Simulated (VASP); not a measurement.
# Ba3Tc (Pm-3m) in VASP: a series of runs

Ba3Tc is run at these levels: PBE; tasks: single point.

Everything below comes from runs of VASP 6.6.1. Logs are shortened: lines on timing, memory, paths and dates and some standing lists are left out, and cuts for length are marked.

## (1) The cell of the first run

The structure is cubic, space group Pm-3m (No. 221). Conventional cell: a = 5.209 Å, b = 5.209 Å, c = 5.209 Å, α = 90.00°, β = 90.00°, γ = 90.00°. Tc (site symmetry m-3m) has 12 Ba at 3.68 Å within 4.8 Å. Within 4.8 Å of Ba (site symmetry 4/mmm) lie 4 Tc at 3.68 Å and 8 Ba at 3.68 Å.

## (2) Single point, PBE

The input, INCAR:

```
SYSTEM = Ba3Tc
PREC = Accurate ; ENCUT = 500
EDIFF = 1E-6 ; ISMEAR = -1
SIGMA = 0.05 ; LREAL = .False.
LASPH = .True. ; NELM = 120
ALGO = Normal ; ISIF = 2
LWAVE = .False. ; LCHARG = .False.
GGA = PE ; NBANDS = 30
GGA_COMPAT = .False.
```

The input, KPOINTS:

```
Automatic mesh
0
Gamma
  5 5 5
  0 0 0
```

The input, POSCAR:

```
Ba3Tc
1.0
    5.2089600069      0.0000000000      0.0000000000
    0.0000000000      5.2089600069      0.0000000000
    0.0000000000      0.0000000000      5.2089600069
Tc Ba
1 3
Direct
    0.0000000000      0.0000000000      0.0000000000
    0.0000000000      0.5000000000      0.5000000000
    0.5000000000      0.0000000000      0.5000000000
    0.5000000000      0.5000000000      0.0000000000
```

Potentials or basis: VASP PAW PBE potentials, release 64 (Tc_pv, Ba_sv).

Run with:

```console
$ cat potpaw_PBE.64/Tc_pv/POTCAR potpaw_PBE.64/Ba_sv/POTCAR > POTCAR
$ mpirun -np 1 vasp_std > vasp.out
```

OUTCAR:

```text
SYSTEM = Ba3Tc
   PREC = Accurate
   ENCUT = 500
   EDIFF = 1E-6
   ISMEAR = -1
   LREAL = .False.
   LASPH = .True.
   NELM = 120
   ISIF = 2
   GGA = PE

 ion  position               nearest neighbor table
   1  0.000  0.000  0.000-   2 3.68   3 3.68   4 3.68   2 3.68   3 3.68   2 3.68   4 3.68   2 3.68
                             3 3.68   4 3.68   3 3.68   4 3.68
   2  0.000  0.500  0.500-   1 3.68   3 3.68   4 3.68   1 3.68   4 3.68   1 3.68   3 3.68   1 3.68
                             3 3.68   4 3.68   4 3.68   3 3.68
   3  0.500  0.000  0.500-   1 3.68   2 3.68   4 3.68   1 3.68   4 3.68   2 3.68   4 3.68   4 3.68
                             1 3.68   2 3.68   1 3.68   2 3.68
   4  0.500  0.500  0.000-   1 3.68   2 3.68   3 3.68   2 3.68   3 3.68   1 3.68   3 3.68   3 3.68
                             1 3.68   2 3.68   2 3.68   1 3.68

  LATTYP: Found a simple cubic cell.
 ALAT       =     5.2089600069

  Lattice vectors:

 A1 = (   5.2089600069,   0.0000000000,   0.0000000000)
 A2 = (   0.0000000000,   5.2089600069,   0.0000000000)
 A3 = (   0.0000000000,   0.0000000000,   5.2089600069)

Analysis of symmetry for initial positions (statically):
=====================================================================
 Subroutine PRICEL returns:
 Original cell was already a primitive cell.

 Routine SETGRP: Setting up the symmetry group for a
 simple cubic supercell.

 Subroutine GETGRP returns: Found 48 space group operations
 (whereof 48 operations were pure point group operations)
 out of a pool of 48 trial point group operations.

The static configuration has the point symmetry O_h .

Analysis of symmetry for dynamics (positions and initial velocities):
=====================================================================
 Subroutine PRICEL returns:
 Original cell was already a primitive cell.

 Routine SETGRP: Setting up the symmetry group for a
 simple cubic supercell.

 Subroutine GETGRP returns: Found 48 space group operations
 (whereof 48 operations were pure point group operations)
 out of a pool of 48 trial point group operations.

The dynamic configuration has the point symmetry O_h .

 Subroutine INISYM returns: Found 48 space group operations
 (whereof 48 operations are pure point group operations),
 and found     1 'primitive' translations

----------------------------------------------------------------------------------------
[... 80 lines left out ...]
   ENCUT  =  500.0 eV  36.75 Ry    6.06 a.u.   9.50  9.50  9.50*2*pi/ulx,y,z
   NELM   =    120;   NELMIN=  2; NELMDL= -5     # of ELM steps
   EDIFF  = 0.1E-05   stopping-criterion for ELM
   LREAL  =      F    real-space projection
   EDIFFG = 0.1E-04   stopping-criterion for IOM
   NSW    =      0    number of steps for IOM
   IBRION =     -1    ionic relax: 0-MD 1-quasi-New 2-CG
   NFREE  =      0    steps in history (QN), initial steepest desc. (CG)
   ISIF   =      2    stress and relaxation
   ISYM   =      2    0-nonsym 1-usesym 2-fastsym
   POTIM  = 0.5000    time-step for ionic-motion
   TEBEG  =    0.0;   TEEND  =   0.0 temperature during run
   PSTRESS=    0.0 pullay stress
   NELECT =      43.0000    total number of electrons
   NUPDOWN=      -1.0000    fix difference up-down
   EMIN   =  10.00;   EMAX   =-10.00  energy-range for DOS
   EFERMI =   0.00;   METHOD = LEGACY
   ISMEAR =    -1;   SIGMA  =   0.05  broadening in eV -4-tet -1-fermi 0-gaus
   EFERMI_NEDOS =   21; number of points for ismear=-14 and -15
   IALGO  =     38    algorithm
   IMIX   =      4    mixing-type and parameters
     AMIX     =   0.40;   BMIX     =  1.00
     AMIX_MAG =   1.60;   BMIX_MAG =  1.00
  volume/ion in A,a.u.               =      35.33       238.45
  Fermi-wavevector in a.u.,A,eV,Ry     =   1.101066  2.080713 16.494969  1.212346
  Thomas-Fermi vector in A             =   2.237487
   LORBIT       =      0    0 simple, 1 ext, 2 COOP (PROOUT), +10 PAW based schemes
   GGA     = PE    functional components
   LHFCALC =     F    Hartree Fock is set to
   AEXX    =    0.0000 exact exchange contribution
   IVDW    =     0    specifies the selected vdW correction
   LEPSILON=     F    determine dielectric tensor
   LRPA    =     F    only Hartree local field effects (RPA)
 non-spin polarized calculation
  energy-cutoff  :      500.00
  volume of cell :      141.34
 maximum number of plane-waves:      3695
 NGX is ok and might be reduce to    40
   NGX = 19   NGY = 19   NGZ = 19

 number of electron      42.9999998 magnetization

 Free energy of the ion-electron system (eV)
  ---------------------------------------------------
  ext. energy  EPLUGINS =         0.00000000
  ---------------------------------------------------
  free energy    TOTEN  =       -12.33662929 eV

  energy without entropy =      -12.27860549  energy(sigma->0) =      -12.30761739

 E-fermi :   3.8123     XC(G=0):  -9.3900

 val. band max:        3.7595337406   @ k =   0.4000   0.4000   0.4000
 cond. band min:       3.8306255312   @ k =   0.4000   0.4000   0.2000
 fundamental gap:      0.0710917906
 Fermi energy:         3.8122673517

 k-point     1 :       0.0000    0.0000    0.0000
  band No.  band energies     occupation
      1     -33.8752      2.00000
      2     -33.8752      2.00000
      3     -33.8752      2.00000
      4     -24.5180      2.00000
      5     -24.1228      2.00000
      6     -24.1228      2.00000
[... 319 lines left out ...]
     29       6.3345      0.00000
     30       6.5391      0.00000

------------------------ aborting loop because EDIFF is reached ----------------------------------------

  FORCE on cell =-STRESS in cart. coord.  units (eV):
  Direction    XX          YY          ZZ          XY          YZ          ZX
  --------------------------------------------------------------------------------------
  -------------------------------------------------------------------------------------
  Total        0.9605166      0.9605166      0.9605166     -0.0000000     -0.0000000     -0.0000000
  in kB       10.8883574     10.8883574     10.8883574     -0.0000000     -0.0000000     -0.0000000
  external PRESSURE =      10.8883574 kB  Pullay stress =       0.0000000 kB

 VOLUME and BASIS-vectors are now :
 -----------------------------------------------------------------------------
  energy-cutoff  :      500.00
  volume of cell :      141.34
      direct lattice vectors                 reciprocal lattice vectors
     5.208960007  0.000000000  0.000000000     0.191976901  0.000000000  0.000000000
     0.000000000  5.208960007  0.000000000     0.000000000  0.191976901  0.000000000
     0.000000000  0.000000000  5.208960007     0.000000000  0.000000000  0.191976901

 POSITION                                       TOTAL-FORCE (eV/Angst)
 -----------------------------------------------------------------------------------
      0.00000      0.00000      0.00000         0.000000      0.000000      0.000000
      0.00000      2.60448      2.60448         0.000000      0.000000      0.000000
      2.60448      0.00000      2.60448         0.000000      0.000000      0.000000
      2.60448      2.60448      0.00000         0.000000      0.000000      0.000000
 -----------------------------------------------------------------------------------
    total drift:                                0.000000     -0.000000     -0.000000

  FREE ENERGIE OF THE ION-ELECTRON SYSTEM (eV)
  ---------------------------------------------------
  free  energy   TOTEN  =       -12.3366292902 eV

  energy  without entropy=      -12.2786054926  energy(sigma->0) =      -12.30761739
```

OSZICAR:

```text
N       E                     dE             d eps       ncg     rms          rms(c)
DAV:   1     0.355328155765E+03    0.35533E+03   -0.19830E+04   632   0.121E+03
DAV:   2     0.944130317746E+01   -0.34589E+03   -0.33752E+03   782   0.282E+02
DAV:   3    -0.120934976477E+02   -0.21535E+02   -0.20709E+02   890   0.688E+01
DAV:   4    -0.131188714667E+02   -0.10254E+01   -0.10201E+01   888   0.125E+01
DAV:   5    -0.131377718247E+02   -0.18900E-01   -0.18894E-01   764   0.171E+00    0.119E+01
DAV:   6    -0.196896509888E+02   -0.65519E+01   -0.64624E+01   654   0.167E+01    0.176E+01
DAV:   7    -0.123990282338E+02    0.72906E+01   -0.21922E+01   666   0.126E+01    0.471E+00
DAV:   8    -0.137442284180E+02   -0.13452E+01   -0.16357E+01   808   0.664E+00    0.108E+01
DAV:   9    -0.123466442995E+02    0.13976E+01   -0.57121E+00   678   0.393E+00    0.179E+00
DAV:  10    -0.123431221206E+02    0.35222E-02   -0.37948E-01   806   0.132E+00    0.877E-01
DAV:  11    -0.123366240804E+02    0.64980E-02   -0.43920E-02   806   0.345E-01    0.227E-01
DAV:  12    -0.123366150667E+02    0.90138E-05   -0.12172E-03   774   0.164E-01    0.861E-02
DAV:  13    -0.123369935407E+02   -0.37847E-03   -0.12738E-03   744   0.585E-02    0.191E-01
DAV:  14    -0.123366279950E+02    0.36555E-03   -0.22879E-03   712   0.777E-02    0.142E-02
DAV:  15    -0.123366299213E+02   -0.19263E-05   -0.54674E-05   622   0.180E-02    0.136E-02
DAV:  16    -0.123366292902E+02    0.63111E-06   -0.16381E-06   470   0.430E-03
   1 F= -.12336629E+02 E0= -.12307617E+02  d E =-.580238E-01
```

It took 47 s on 1 thread of Intel Xeon 8259CL, shared host; peak memory 0.25 GiB.

What came out:

```yaml
Free_energy: -12.3366 eV
Pressure: 1.1 GPa
Band_gap_on_the_k_mesh: zero (an odd number of electrons rules out a gap without spin polarisation)
```

Levels at points of the mesh, in eV from the Fermi level:
```csv
k point,band 18,band 19,band 20,band 21,band 22,band 23,band 24,band 25,band 26,band 27
"(0.00, 0.00, 0.00)",-1.48,-1.48,-1.13,-1.13,-1.13,1.14,1.14,1.14,2.23,2.23
```

Caveat: spin-orbit coupling is left out, which moves the levels of the heavy elements.

## (3) Single point, PBE

This run uses another cell than the first one, of 35.95 Å³/atom.

The input, INCAR:

```
SYSTEM = Ba3Tc
ALGO = Normal
EDIFF = 1E-6
ENCUT = 500
GGA = PE
GGA_COMPAT = .False.
ISIF = 2
ISMEAR = -1
LASPH = .True.
LCHARG = .False.
LREAL = .False.
LWAVE = .False.
NBANDS = 30
NELM = 120
PREC = Accurate
SIGMA = 0.05
```

The input, KPOINTS:

```
k-points
0
Gamma
  5 5 5
  0 0 0
```

The input, POSCAR:

```
Ba3Tc
1.0
    5.2392768459      0.0000000000      0.0000000000
    0.0000000000      5.2392768459      0.0000000000
    0.0000000000      0.0000000000      5.2392768459
Tc Ba
1 3
Direct
    0.0000000000      0.0000000000      0.0000000000
    0.0000000000      0.5000000000      0.5000000000
    0.5000000000      0.0000000000      0.5000000000
    0.5000000000      0.5000000000      0.0000000000
```

Potentials or basis: VASP PAW PBE potentials, release 64 (Tc_pv, Ba_sv).

Run with:

```console
$ cat potpaw_PBE.64/Tc_pv/POTCAR potpaw_PBE.64/Ba_sv/POTCAR > POTCAR
$ mpirun -np 1 vasp_std > vasp.out
```

OUTCAR:

```text
SYSTEM = Ba3Tc
   EDIFF = 1E-6
   ENCUT = 500
   GGA = PE
   ISIF = 2
   ISMEAR = -1
   LASPH = .True.
   LREAL = .False.
   NELM = 120
   PREC = Accurate

 ion  position               nearest neighbor table
   1  0.000  0.000  0.000-   2 3.70   3 3.70   4 3.70   2 3.70   3 3.70   2 3.70   4 3.70   2 3.70
                             3 3.70   4 3.70   3 3.70   4 3.70
   2  0.000  0.500  0.500-   1 3.70   3 3.70   4 3.70   1 3.70   4 3.70   1 3.70   3 3.70   1 3.70
                             3 3.70   4 3.70   4 3.70   3 3.70
[... 517 lines left out ...]
  Direction    XX          YY          ZZ          XY          YZ          ZX
  --------------------------------------------------------------------------------------
  -------------------------------------------------------------------------------------
  Total        0.6946327      0.6946327      0.6946327     -0.0000000     -0.0000000      0.0000000
  in kB        7.7384104      7.7384104      7.7384104     -0.0000000     -0.0000000      0.0000000
  external PRESSURE =       7.7384104 kB  Pullay stress =       0.0000000 kB

 VOLUME and BASIS-vectors are now :
 -----------------------------------------------------------------------------
  energy-cutoff  :      500.00
  volume of cell :      143.82
      direct lattice vectors                 reciprocal lattice vectors
     5.239276846  0.000000000  0.000000000     0.190866035  0.000000000  0.000000000
     0.000000000  5.239276846  0.000000000     0.000000000  0.190866035  0.000000000
     0.000000000  0.000000000  5.239276846     0.000000000  0.000000000  0.190866035

 POSITION                                       TOTAL-FORCE (eV/Angst)
 -----------------------------------------------------------------------------------
      0.00000      0.00000      0.00000         0.000000      0.000000      0.000000
      0.00000      2.61964      2.61964         0.000000      0.000000      0.000000
      2.61964      0.00000      2.61964         0.000000      0.000000      0.000000
      2.61964      2.61964      0.00000         0.000000      0.000000      0.000000
 -----------------------------------------------------------------------------------
    total drift:                                0.000000     -0.000000     -0.000000

  FREE ENERGIE OF THE ION-ELECTRON SYSTEM (eV)
  ---------------------------------------------------
  free  energy   TOTEN  =       -12.3518294174 eV

  energy  without entropy=      -12.2914462158  energy(sigma->0) =      -12.32163782
```

stdout:

```text
POSCAR found type information on POSCAR TcBa
 POSCAR found :  2 types and       4 ions
 scaLAPACK will be used
 LDA part: xc-table for (Slater+PW92), standard interpolation
 POSCAR, INCAR and KPOINTS ok, starting setup
 FFT: planning ... GRIDC
 FFT: planning ... GRID_SOFT
 FFT: planning ... GRID
 WAVECAR not read
 entering main loop
```

Wall time 53 s (1 thread of Intel Xeon 8259CL, shared host); peak memory 0.26 GiB.

What came out:

- Free energy: -12.3518 eV
- Pressure: 0.8 GPa
- Band gap on the k mesh: zero (an odd number of electrons rules out a gap without spin polarisation)

Levels at points of the mesh, in eV from the Fermi level:
```tsv
k point	band 19	band 20	band 21	band 22	band 23	band 24	band 25	band 26
(0.00, 0.00, 0.00)	-1.44	-1.09	-1.09	-1.09	1.14	1.14	1.14	2.19
```

Caveat: spin-orbit coupling is left out, which moves the levels of the heavy elements.

## (4) Single point, PBE

This run uses another cell than the first one, of 36.06 Å³/atom.

The input, INCAR:

```
PREC     = Accurate       # precision mode
ENCUT    = 500            # plane-wave cutoff, eV
EDIFF    = 1E-6           # SCF threshold, eV
ISMEAR   = -1             # smearing method
SIGMA    = 0.05           # smearing width, eV
LREAL    = F              # projectors in reciprocal space
LASPH    = T              # aspherical terms in the spheres
NELM     = 120            # most SCF steps
ALGO     = Normal         # electronic algorithm
ISIF     = 2              # what is computed and relaxed
LWAVE    = F              # write WAVECAR
LCHARG   = F              # write CHGCAR
GGA      = PE             # functional
NBANDS   = 30             # bands
GGA_COMPAT= F
```

The input, KPOINTS:

```
regular mesh
0
Gamma
  4 4 4
```

The input, POSCAR:

```
Ba3Tc
1.0
    5.2441567503      0.0000000000      0.0000000000
    0.0000000000      5.2441567503      0.0000000000
    0.0000000000      0.0000000000      5.2441567503
Tc Ba
1 3
Direct
    0.0000000000      0.0000000000      0.0000000000
    0.0000000000      0.5000000000      0.5000000000
    0.5000000000      0.0000000000      0.5000000000
    0.5000000000      0.5000000000      0.0000000000
```

Run with:

```console
$ cat potpaw_PBE.64/Tc_pv/POTCAR potpaw_PBE.64/Ba_sv/POTCAR > POTCAR
$ mpirun -np 1 vasp_std > vasp.out
```

It took 50 s on 1 thread of Intel Xeon 8259CL, shared host; peak memory 0.25 GiB.

It converged, with:

- Free energy: -12.3295 eV
- Pressure: 0.8 GPa
- Band gap on the k mesh: zero (an odd number of electrons rules out a gap without spin polarisation)

Levels at points of the mesh, in eV from the Fermi level:
```
           k point  band 18  band 19  band 20  band 21  band 22  band 23  band 24  band 25  band 26  band 27
(0.00, 0.00, 0.00)    -1.43    -1.43    -1.09    -1.09    -1.09     1.12     1.12     1.12     2.18     2.18
(0.50, 0.00, 0.00)    -0.62    -0.61    -0.60    -0.08    -0.08     0.11     0.42     0.93     0.93     2.86
(0.50, 0.50, 0.00)    -0.23    -0.11    -0.11     0.16     0.18     0.18     0.33     1.01     1.08     1.08
(0.50, 0.50, 0.50)    -1.19    -1.19    -0.03    -0.03     0.79     0.79     0.79     2.38     2.38     2.38
```

Caveat: spin-orbit coupling is left out, which moves the levels of the heavy elements.

[end of part 1 of 2]

The gap in the log of VASP goes by the Fermi energy; the results here count the filled bands.